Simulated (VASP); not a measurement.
# Fe (Im-3m) in VASP: notebook

The runs below take Fe through single point, with PBE+D3(BJ).

All numbers are computed with VASP 6.6.1; they aren't measurements. Logs are shortened: lines on timing, memory, paths and dates and some standing lists are left out, and cuts for length are marked.

### Step 1. The cell of the first run

The structure is cubic, space group Im-3m (No. 229). Conventional cell: a = 2.886 Å, b = 2.886 Å, c = 2.886 Å, α = 90.00°, β = 90.00°, γ = 90.00°. Within 3.3 Å of Fe (site symmetry m-3m) lie 14 Fe at 2.50 to 2.89 Å.

### Step 2. Single point, PBE+D3(BJ), collinear spin, ferromagnetic start

Contents of INCAR:

```
SYSTEM = Fe
PREC = Accurate
ENCUT = 520
EDIFF = 1E-7
ISMEAR = -1
SIGMA = 0.15
LREAL = .False.
LASPH = .True.
NELM = 150
ALGO = Normal
ISIF = 2
LWAVE = .False.
LCHARG = .False.
ISPIN = 2
MAGMOM = 3.09
LORBIT = 11
NUPDOWN = 2.8
LMAXMIX = 4
GGA = PE
IVDW = 12
NBANDS = 14
```

Contents of KPOINTS:

```
regular mesh
0
Gamma
  9 9 9
  0 0 0
```

Contents of POSCAR:

```
Fe
1.0
   -1.4430000000      1.4430000000      1.4430000000
    1.4430000000     -1.4430000000      1.4430000000
    1.4430000000      1.4430000000     -1.4430000000
Fe
1
Direct
    0.0000000000      0.0000000000      0.0000000000
```

Potentials or basis: VASP PAW PBE potentials, release 64 (Fe).

The run is started by

```
cat potpaw_PBE.64/Fe/POTCAR > POTCAR
mpirun -np 1 vasp_std > vasp.out
```

OUTCAR:

```text
SYSTEM = Fe
   PREC = Accurate
   ENCUT = 520
   EDIFF = 1E-7
   ISMEAR = -1
   LREAL = .False.
   LASPH = .True.
   NELM = 150
   ISIF = 2
   ISPIN = 2
   LORBIT = 11
   NUPDOWN = 2.8
   GGA = PE
   IVDW = 12
 IVDW          = 12

 ion  position               nearest neighbor table
   1  0.000  0.000  0.000-

  LATTYP: Found a body centered cubic cell.
 ALAT       =     2.8860000000

  Lattice vectors:

 A1 = (  -1.4430000000,   1.4430000000,   1.4430000000)
 A2 = (   1.4430000000,  -1.4430000000,   1.4430000000)
 A3 = (   1.4430000000,   1.4430000000,  -1.4430000000)

Analysis of symmetry for initial positions (statically):
=====================================================================
 Subroutine PRICEL returns:
 Original cell was already a primitive cell.

 Routine SETGRP: Setting up the symmetry group for a
 body centered cubic supercell.

 Subroutine GETGRP returns: Found 48 space group operations
 (whereof 48 operations were pure point group operations)
 out of a pool of 48 trial point group operations.

The static configuration has the point symmetry O_h .

Analysis of symmetry for dynamics (positions and initial velocities):
=====================================================================
 Subroutine PRICEL returns:
 Original cell was already a primitive cell.

 Routine SETGRP: Setting up the symmetry group for a
 body centered cubic supercell.

 Subroutine GETGRP returns: Found 48 space group operations
 (whereof 48 operations were pure point group operations)
 out of a pool of 48 trial point group operations.

The dynamic configuration has the point symmetry O_h .

Analysis of structural, dynamic, and magnetic symmetry:
=====================================================================
 Subroutine PRICEL returns:
 Original cell was already a primitive cell.

 Routine SETGRP: Setting up the symmetry group for a
 body centered cubic supercell.

 Subroutine GETGRP returns: Found 48 space group operations
 (whereof 48 operations were pure point group operations)
 out of a pool of 48 trial point group operations.

The overall configuration has the point symmetry O_h .

 Subroutine INISYM returns: Found 48 space group operations
 (whereof 48 operations are pure point group operations),
 and found     1 'primitive' translations

----------------------------------------------------------------------------------------

                                     Primitive cell

  volume of cell :      12.0187

  direct lattice vectors                    reciprocal lattice vectors
    -1.443000000  1.443000000  1.443000000     0.000000000  0.346500347  0.346500347
     1.443000000 -1.443000000  1.443000000     0.346500347  0.000000000  0.346500347
     1.443000000  1.443000000 -1.443000000     0.346500347  0.346500347  0.000000000

  length of vectors
     2.499349315  2.499349315  2.499349315     0.490025489  0.490025489  0.490025489

  position of ions in fractional coordinates (direct lattice)
     0.000000000  0.000000000  0.000000000

  ion indices of the primitive-cell ions
   primitive index   ion index
                 1           1

----------------------------------------------------------------------------------------

 KPOINTS: regular mesh

Automatic generation of k-mesh.
 Grid dimensions read from file:
 generate k-points for:    9    9    9

 Generating k-lattice:

  Cartesian coordinates                     Fractional coordinates (reciprocal lattice)
     0.000000000  0.038500039  0.038500039     0.111111111  0.000000000  0.000000000
     0.038500039  0.000000000  0.038500039     0.000000000  0.111111111  0.000000000
     0.038500039  0.038500039  0.000000000     0.000000000  0.000000000  0.111111111

  Length of vectors
     0.054447277  0.054447277  0.054447277

  Shift w.r.t. Gamma in fractional coordinates (k-lattice)
     0.000000000  0.000000000  0.000000000

 Subroutine IBZKPT returns following result:
 ===========================================

 Found     35 irreducible k-points:

 Following reciprocal coordinates:
            Coordinates               Weight
  0.000000  0.000000  0.000000      1.000000
  0.111111  0.000000  0.000000     12.000000
  0.222222  0.000000  0.000000     12.000000
  0.333333  0.000000  0.000000     12.000000
  0.444444  0.000000  0.000000     12.000000
  0.111111  0.111111  0.000000     24.000000
[... 16 lines left out ...]
 -0.333333  0.444444  0.111111     48.000000
 -0.444444 -0.444444  0.111111     24.000000
 [... further k-points ...]
   k-points           NKPTS =     35   k-points in BZ     NKDIM =     35   number of bands    NBANDS=     14
   number of dos      NEDOS =    301   number of ions     NIONS =      1
   total plane-waves  NPLWV =   8000
   dimension x,y,z NGX =    20 NGY =   20 NGZ =   20
   dimension x,y,z NGXF=    40 NGYF=   40 NGZF=   40
   ions per type =               1
   NGX,Y,Z   is equivalent  to a cutoff of  13.30, 13.30, 13.30 a.u.
   NGXF,Y,Z  is equivalent  to a cutoff of  26.61, 26.61, 26.61 a.u.
 SYSTEM =  Fe
   PREC   = accura    normal or accurate (medium, high low for compatibility)
   ISTART =      0    job   : 0-new  1-cont  2-samecut
   ICHARG =      2    charge: 1-file 2-atom 10-const
   ISPIN  =      2    spin polarized calculation?
   LNONCOLLINEAR =      F non collinear calculations
   LSORBIT =      F    spin-orbit coupling
   LASPH  =      T    aspherical Exc in radial PAW
   ENCUT  =  520.0 eV  38.22 Ry    6.18 a.u.   4.65  4.65  4.65*2*pi/ulx,y,z
   NELM   =    150;   NELMIN=  2; NELMDL= -5     # of ELM steps
   EDIFF  = 0.1E-06   stopping-criterion for ELM
   LREAL  =      F    real-space projection
   EDIFFG = 0.1E-05   stopping-criterion for IOM
   NSW    =      0    number of steps for IOM
   IBRION =     -1    ionic relax: 0-MD 1-quasi-New 2-CG
   NFREE  =      0    steps in history (QN), initial steepest desc. (CG)
   ISIF   =      2    stress and relaxation
   ISYM   =      2    0-nonsym 1-usesym 2-fastsym
   POTIM  = 0.5000    time-step for ionic-motion
   TEBEG  =    0.0;   TEEND  =   0.0 temperature during run
   PSTRESS=    0.0 pullay stress
   NELECT =       8.0000    total number of electrons
   NUPDOWN=       2.8000    fix difference up-down
   EMIN   =  10.00;   EMAX   =-10.00  energy-range for DOS
   EFERMI =   0.00;   METHOD = LEGACY
   ISMEAR =    -1;   SIGMA  =   0.15  broadening in eV -4-tet -1-fermi 0-gaus
   EFERMI_NEDOS =   21; number of points for ismear=-14 and -15
   IALGO  =     38    algorithm
   IMIX   =      4    mixing-type and parameters
     AMIX     =   0.40;   BMIX     =  1.00
     AMIX_MAG =   1.60;   BMIX_MAG =  1.00
  volume/ion in A,a.u.               =      12.02        81.11
  Fermi-wavevector in a.u.,A,eV,Ry     =   1.429394  2.701162 27.798962  2.043166
  Thomas-Fermi vector in A             =   2.549352
   LORBIT       =     11    0 simple, 1 ext, 2 COOP (PROOUT), +10 PAW based schemes
   GGA     = PE    functional components
   LHFCALC =     F    Hartree Fock is set to
   AEXX    =    0.0000 exact exchange contribution
   IVDW    =    12    specifies the selected vdW correction
   LEPSILON=     F    determine dielectric tensor
   LRPA    =     F    only Hartree local field effects (RPA)
 spin polarized calculation
  energy-cutoff  :      520.00
  volume of cell :       12.02
 maximum number of plane-waves:       338
   NGX =  9   NGY =  9   NGZ =  9

 number of electron       7.9999995 magnetization       2.8000001

 Free energy of the ion-electron system (eV)
  ---------------------------------------------------
  ext. energy  EPLUGINS =         0.00000000
  ---------------------------------------------------
  free energy    TOTEN  =        -8.16107304 eV

  energy without entropy =       -8.08475991  energy(sigma->0) =       -8.12291647

 E-fermi :   5.1914     XC(G=0): -12.7856

 val. band max:        6.0777383613   @ k =  -0.3333   0.3333   0.2222
 cond. band min:       5.2367193927   @ k =  -0.2222   0.2222   0.1111
 fundamental gap:     -0.8410189687
 Fermi energy:         6.1026703523

 spin component 1

 k-point     1 :       0.0000    0.0000    0.0000
  band No.  band energies     occupation
      1      -2.9347      1.00000
      2       2.8749      1.00000
      3       2.8749      1.00000
      4       2.8749      1.00000
      5       4.1140      1.00000
      6       4.1140      1.00000
      7      29.6415      0.00000
      8      29.6415      0.00000
      9      29.6415      0.00000
     10      34.4177      0.00000
     11      34.4177      0.00000
     12      36.3205      0.00000
     13      36.3205      0.00000
     14      36.3206      0.00000

 k-point     2 :       0.1111    0.0000    0.0000
  band No.  band energies     occupation
      1      -2.4514      1.00000
      2       2.7530      1.00000
      3       2.8609      1.00000
      4       3.1233      1.00000
      5       4.0056      1.00000
      6       4.1244      1.00000
      7      26.7280      0.00000
      8      28.7600      0.00000
      9      29.2349      0.00000
     10      32.4912      0.00000
     11      33.1751      0.00000
     12      33.3420      0.00000
     13      36.1158      0.00000
     14      37.6805      0.00000
[... 343 lines left out ...]
      1       1.1731      1.00000
      2       2.1614      1.00000
      3       2.6735      1.00000
      4       3.8238      1.00000
      5       4.7434      0.99988
      6       6.8170      0.00847
      7      15.2143      0.00000
      8      18.6495      0.00000
      9      25.3489      0.00000
     10      28.7540      0.00000
     11      31.6841      0.00000
     12      37.4333      0.00000
     13      39.6161      0.00000
     14      44.5964      0.00000

 k-point    24 :      -0.4444   -0.4444    0.1111
  band No.  band energies     occupation
      1       1.1730      1.00000
      2       2.3630      1.00000
      3       2.5015      1.00000
      4       3.9141      1.00000
      5       5.0183      0.99928
      6       8.8000      0.00000
      7      12.2602      0.00000
      8      18.0977      0.00000
      9      24.8142      0.00000
     10      30.0390      0.00000
     11      31.3611      0.00000
     12      36.1459      0.00000
     13      38.9512      0.00000
     14      50.1416      0.00000

 [... further k-points ...]

 spin component 2

 k-point     1 :       0.0000    0.0000    0.0000
  band No.  band energies     occupation
      1      -2.5752      1.00000
      2       5.4347      0.16487
      3       5.4348      0.16483
      4       5.4348      0.16483
      5       7.2152      0.00000
      6       7.2153      0.00000
      7      29.5306      0.00000
      8      29.5306      0.00000
      9      29.5306      0.00000
     10      34.6961      0.00000
     11      34.6961      0.00000
     12      37.3608      0.00000
     13      37.3608      0.00000
     14      37.3608      0.00000

 k-point     2 :       0.1111    0.0000    0.0000
  band No.  band energies     occupation
      1      -2.0882      1.00000
      2       5.2798      0.35678
      3       5.3919      0.20801
      4       5.7116      0.03023
      5       7.0656      0.00000
      6       7.2284      0.00000
      7      27.0589      0.00000
      8      28.8124      0.00000
      9      29.3447      0.00000
     10      33.6723      0.00000
     11      33.7920      0.00000
     12      34.1876      0.00000
     13      36.4711      0.00000
     14      38.5345      0.00000
[... 343 lines left out ...]
      1       2.5812      1.00000
      2       4.2967      0.99744
      3       4.9357      0.84611
      4       6.5874      0.00009
      5       7.6139      0.00000
      6       8.9638      0.00000
      7      16.4614      0.00000
      8      19.5932      0.00000
      9      25.9261      0.00000
     10      29.3582      0.00000
     11      32.3517      0.00000
     12      38.1702      0.00000
     13      40.5210      0.00000
     14      45.2601      0.00000

 k-point    24 :      -0.4444   -0.4444    0.1111
  band No.  band energies     occupation
      1       3.0205      1.00000
      2       4.3988      0.99495
      3       4.6909      0.96565
      4       6.7093      0.00004
      5       7.8810      0.00000
      6      10.3357      0.00000
      7      13.8751      0.00000
      8      19.0281      0.00000
      9      25.3743      0.00000
     10      30.8103      0.00000
     11      31.7438      0.00000
     12      37.0913      0.00000
     13      39.8309      0.00000
     14      50.9382      0.00000

 [... further k-points ...]

------------------------ aborting loop because EDIFF is reached ----------------------------------------

 Edisp (eV)   -0.33713

 E8    (eV) :    -0.1504

  FORCE on cell =-STRESS in cart. coord.  units (eV):
  Direction    XX          YY          ZZ          XY          YZ          ZX
  --------------------------------------------------------------------------------------
  -------------------------------------------------------------------------------------
  Total      -0.08072    -0.08072    -0.08072    -0.00000     0.00000    -0.00000
  in kB     -10.76032   -10.76032   -10.76032    -0.00000     0.00000    -0.00000
  external pressure =      -10.76 kB  Pullay stress =        0.00 kB

 VOLUME and BASIS-vectors are now :
 -----------------------------------------------------------------------------
  energy-cutoff  :      520.00
  volume of cell :       12.02
      direct lattice vectors                 reciprocal lattice vectors
    -1.443000000  1.443000000  1.443000000     0.000000000  0.346500347  0.346500347
     1.443000000 -1.443000000  1.443000000     0.346500347  0.000000000  0.346500347
     1.443000000  1.443000000 -1.443000000     0.346500347  0.346500347  0.000000000

 POSITION                                       TOTAL-FORCE (eV/Angst)
 -----------------------------------------------------------------------------------
      0.00000      0.00000      0.00000        -0.000000      0.000000     -0.000000
 -----------------------------------------------------------------------------------
    total drift:                                0.000000     -0.000000      0.000000

  FREE ENERGIE OF THE ION-ELECTRON SYSTEM (eV)
  ---------------------------------------------------
  free  energy   TOTEN  =        -8.4982008948 eV

  energy  without entropy=       -8.4218877636  energy(sigma->0) =       -8.46004433

 total charge

# of ion       s       p       d       tot
------------------------------------------
    1        0.476   0.503   6.177   7.156

 magnetization (x)

# of ion       s       p       d       tot
------------------------------------------
    1       -0.003  -0.021   2.802   2.779
```

Wall time 8.8 s (1 thread of AMD EPYC 9R45 (Zen 5), shared host); peak memory 0.11 GiB.

Results:

* Free energy: -8.4982 eV
* Pressure: -1.1 GPa
* Net moment: 2.80 μB per cell
* Site moments: Fe +2.78 μB
* Valence electrons inside the program's atomic spheres: Fe 7.16
* Dispersion energy per atom: -0.337 eV

Caveat: three body term missing; the total moment is fixed, so each spin has its own Fermi level.

[end of part 1 of 2]
